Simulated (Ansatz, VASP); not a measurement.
One calculation of KF, two programs

File POSCAR:

```
KF
1.0
    0.0000000000      2.9929728664      2.9929728664
    2.9929728664      0.0000000000      2.9929728664
    2.9929728664      2.9929728664      0.0000000000
K F
1 1
Direct
    0.0000000000      0.0000000000      0.0000000000
    0.2500000000      0.2500000000      0.2500000000
```

Contents of INCAR.step1:

```
SYSTEM = KF
  PREC = Accurate
  ENCUT = 520
  ISMEAR = 0
  SIGMA = 0.01
  LREAL = .FALSE.
  LASPH = .TRUE.
  NELM = 100
  NBANDS = 15
  GGA = PE
  ALGO = Normal
  EDIFF = 1E-4
  LWAVE = .TRUE.
  LCHARG = .FALSE.
```

File INCAR.step2:

```
SYSTEM = KF
  PREC = Accurate
  ENCUT = 520
  EDIFF = 1E-6
  ISMEAR = 0
  SIGMA = 0.01
  LREAL = .FALSE.
  LASPH = .TRUE.
  NELM = 100
  ALGO = Normal
  ISIF = 2
  LWAVE = .FALSE.
  LCHARG = .TRUE.
  METAGGA = R2SCAN
  LMIXTAU = .TRUE.
  LELF = .TRUE.
  LVHAR = .TRUE.
  NBANDS = 15
  ISTART = 1
```

File KPOINTS:

```
regular mesh
0
G
  6 6 6
  0 0 0
```

Input for Ansatz:

```yaml
crystal:
  lattice:
    - [0.0, 2.9929728664, 2.9929728664]
    - [2.9929728664, 0.0, 2.9929728664]
    - [2.9929728664, 2.9929728664, 0.0]
  atoms:
    - { symbol: K, position: [0.0, 0.0, 0.0] }
    - { symbol: F, position: [0.25, 0.25, 0.25] }
kpoints:
  mp_grid: { grid: [6, 6, 6] }
hamiltonian:
  xc: r2scan
scf:
  occupations: { method: fixed }
  n_extra_bands: 4
output:
  forces: true
  stress: true
  eigenvalues: true
```

Alike in both runs: task single point; functional r2SCAN; k mesh 6 × 6 × 6; no spin polarisation.

```csv
,VASP,Ansatz
version,VASP 6.6.1,Ansatz 0.2.0
potentials or method,"VASP PAW PBE potentials, release 64 (K_sv, F)","plane waves, PAW"
plane-wave cutoff (eV),520,500
occupations,"gaussian, width 0.01 eV",fixed
valence electrons in the cell,16,16
```

```csv
,VASP,Ansatz,Ansatz less VASP
gap on the k mesh at the Fermi level (eV),5.60,5.61,+0.005
pressure (GPa),-1.2,-1.2,+0.03
```

VASP's potentials were made for PBE, not for r2SCAN.
